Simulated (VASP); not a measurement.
# Ta (Im-3m) in VASP: further runs, part 2 of 2

VASP 6.6.1.

## (4) Single point, r2SCAN

This run uses another cell than the first one, of 16.41 Å³/atom.

POSCAR reads:

```
Ta
1.0
   -1.6008425121      1.6008425121      1.6008425121
    1.6008425121     -1.6008425121      1.6008425121
    1.6008425121      1.6008425121     -1.6008425121
Ta
1
Direct
    0.0000000000      0.0000000000      0.0000000000
```

INCAR.step1 reads:

```
ALGO = Normal ; EDIFF = 1E-4
ENCUT = 520 ; GGA = PE
ISMEAR = 0 ; LASPH = T
LCHARG = F ; LREAL = F
LWAVE = T ; NBANDS = 12
NELM = 80 ; PREC = Accurate
SIGMA = 0.1
```

INCAR.step2 reads:

```
ALGO = Normal ; EDIFF = 1E-7
ENCUT = 520 ; ISIF = 2
ISMEAR = 0 ; ISTART = 1
LASPH = T ; LCHARG = T
LELF = T ; LMIXTAU = T
LREAL = F ; LVHAR = T
LWAVE = F ; METAGGA = R2SCAN
NBANDS = 12 ; NELM = 80
PREC = Accurate ; SIGMA = 0.1
```

KPOINTS reads:

```
k-points
0
Gamma
  8 8 8
```

Potentials or basis: VASP PAW PBE potentials, release 64 (Ta_pv).

Run with:

```
$ cat potpaw_PBE.64/Ta_pv/POTCAR > POTCAR
$ cp INCAR.step1 INCAR
$ mpirun -np 1 vasp_std > vasp.out
$ cp INCAR.step2 INCAR
$ mpirun -np 1 vasp_std > vasp.out
```

OUTCAR:

```text
EDIFF = 1E-7
   ENCUT = 520
   ISIF = 2
   ISMEAR = 0
   ISTART = 1
   LASPH = T
   LREAL = F
   METAGGA = R2SCAN
   NELM = 80
   PREC = Accurate

 ion  position               nearest neighbor table
   1  0.000  0.000  0.000-

  LATTYP: Found a body centered cubic cell.
 ALAT       =     3.2016850242

  Lattice vectors:

 A1 = (  -1.6008425121,   1.6008425121,   1.6008425121)
 A2 = (   1.6008425121,  -1.6008425121,   1.6008425121)
 A3 = (   1.6008425121,   1.6008425121,  -1.6008425121)

Analysis of symmetry for initial positions (statically):
=====================================================================
 Subroutine PRICEL returns:
 Original cell was already a primitive cell.

 Routine SETGRP: Setting up the symmetry group for a
 body centered cubic supercell.

 Subroutine GETGRP returns: Found 48 space group operations
 (whereof 48 operations were pure point group operations)
 out of a pool of 48 trial point group operations.

The static configuration has the point symmetry O_h .

Analysis of symmetry for dynamics (positions and initial velocities):
=====================================================================
 Subroutine PRICEL returns:
 Original cell was already a primitive cell.

 Routine SETGRP: Setting up the symmetry group for a
 body centered cubic supercell.

 Subroutine GETGRP returns: Found 48 space group operations
 (whereof 48 operations were pure point group operations)
 out of a pool of 48 trial point group operations.

The dynamic configuration has the point symmetry O_h .

 Subroutine INISYM returns: Found 48 space group operations
 (whereof 48 operations are pure point group operations),
 and found     1 'primitive' translations

----------------------------------------------------------------------------------------

[... 110 lines left out ...]
     AMIX_MAG =   1.60;   BMIX_MAG =  1.00
  volume/ion in A,a.u.               =      16.41       110.74
  Fermi-wavevector in a.u.,A,eV,Ry     =   1.432750  2.707505 27.929671  2.052773
  Thomas-Fermi vector in A             =   2.552343
   LORBIT       =      0    0 simple, 1 ext, 2 COOP (PROOUT), +10 PAW based schemes
   METAGGA = R2SCAN    functional components
   LHFCALC =     F    Hartree Fock is set to
   AEXX    =    0.0000 exact exchange contribution
   IVDW    =     0    specifies the selected vdW correction
   LEPSILON=     F    determine dielectric tensor
   LRPA    =     F    only Hartree local field effects (RPA)
 non-spin polarized calculation
 Gauss-broadening in eV      SIGMA  =   0.10
  energy-cutoff  :      520.00
  volume of cell :       16.41
 maximum number of plane-waves:       466
 NGX is ok and might be reduce to    24
   NGX = 11   NGY = 11   NGZ = 11

 number of electron      11.0000000 magnetization

 Free energy of the ion-electron system (eV)
  ---------------------------------------------------
  ext. energy  EPLUGINS =         0.00000000
  ---------------------------------------------------
  free energy    TOTEN  =       -48.50308881 eV

  energy without entropy =      -48.50029339  energy(sigma->0) =      -48.50169110

 E-fermi :   6.0624     XC(G=0): -14.3199

 val. band max:        5.9668754847   @ k =   0.2500   0.0000   0.0000
 cond. band min:       6.1084644414   @ k =  -0.2500   0.2500   0.1250
 fundamental gap:      0.1415889567
 Fermi energy:         6.0623966497

 k-point     1 :       0.0000    0.0000    0.0000
  band No.  band energies     occupation
      1     -27.7146      2.00000
      2     -27.7146      2.00000
      3     -27.7146      2.00000
      4      -2.5696      2.00000
      5       6.9368      0.00000
      6       6.9368      0.00000
      7       6.9368      0.00000
      8      10.7617      0.00000
      9      10.7617      0.00000
     10      18.6947      0.00000
     11      22.3349      0.00000
     12      22.3349      0.00000
[... 331 lines left out ...]
 k-point    24 :      -0.3750    0.3750    0.2500
  band No.  band energies     occupation
      1     -28.9562      2.00000
      2     -28.4727      2.00000
      3     -28.3295      2.00000
      4       2.9132      2.00000
      5       3.7113      2.00000
      6       7.5347      0.00000
      7       8.3604      0.00000
      8      12.3782      0.00000
      9      12.7352      0.00000
     10      18.6947      0.00000
     11      22.2560      0.00000
     12      24.8234      0.00000

 [... further k-points ...]
[... 5 lines left out ...]
  --------------------------------------------------------------------------------------
  -------------------------------------------------------------------------------------
  Total        2.2322083      2.2322083      2.2322083      0.0000000     -0.0000000      0.0000000
  in kB      217.9412743    217.9412743    217.9412743      0.0000000     -0.0000000      0.0000000
  external PRESSURE =     217.9412743 kB  Pullay stress =       0.0000000 kB

 VOLUME and BASIS-vectors are now :
 -----------------------------------------------------------------------------
  energy-cutoff  :      520.00
  volume of cell :       16.41
      direct lattice vectors                 reciprocal lattice vectors
    -1.600842512  1.600842512  1.600842512     0.000000000  0.312335533  0.312335533
     1.600842512 -1.600842512  1.600842512     0.312335533  0.000000000  0.312335533
     1.600842512  1.600842512 -1.600842512     0.312335533  0.312335533  0.000000000

 POSITION                                       TOTAL-FORCE (eV/Angst)
 -----------------------------------------------------------------------------------
      0.00000      0.00000      0.00000        -0.000000      0.000000      0.000000
 -----------------------------------------------------------------------------------
    total drift:                               -0.000000      0.000000      0.000000

  FREE ENERGIE OF THE ION-ELECTRON SYSTEM (eV)
  ---------------------------------------------------
  free  energy   TOTEN  =       -48.5030888117 eV

  energy  without entropy=      -48.5002933908  energy(sigma->0) =      -48.50169110
```

OSZICAR.step1:

```text
N       E                     dE             d eps       ncg     rms          rms(c)
DAV:   1     0.639030658934E+02    0.63903E+02   -0.60400E+03   696   0.896E+02
DAV:   2    -0.111128113203E+02   -0.75016E+02   -0.72877E+02   784   0.253E+02
DAV:   3    -0.121016446196E+02   -0.98883E+00   -0.98571E+00   792   0.277E+01
DAV:   4    -0.121038368580E+02   -0.21922E-02   -0.21921E-02   792   0.144E+00
DAV:   5    -0.121038431694E+02   -0.63115E-05   -0.63113E-05   724   0.736E-02    0.160E+01
DAV:   6    -0.118143788748E+02    0.28946E+00   -0.22188E-01   804   0.513E+00    0.819E+00
DAV:   7    -0.117159754884E+02    0.98403E-01   -0.21965E-01   764   0.484E+00    0.373E-01
DAV:   8    -0.117145861281E+02    0.13894E-02   -0.31969E-03   748   0.634E-01    0.104E-01
DAV:   9    -0.117145651650E+02    0.20963E-04   -0.70094E-05   516   0.970E-02
   1 F= -.11714565E+02 E0= -.11712911E+02  d E =-.330746E-02
```

Run time: 26 s. Hardware: 1 thread of AMD EPYC 7R13 (Zen 3), shared host; peak memory 0.12 GiB.

Results:

- Free energy: -48.5031 eV
- Pressure: 21.8 GPa
- Band gap on the k mesh: zero (an odd number of electrons rules out a gap without spin polarisation)

Caveat: the cell stands under pressure; the PAW data sets were made with another functional, which shifts forces and pressure a little; spin-orbit coupling is left out, which moves the levels of the heavy elements.

The gap in the log of VASP goes by the Fermi energy; the results here count the filled bands.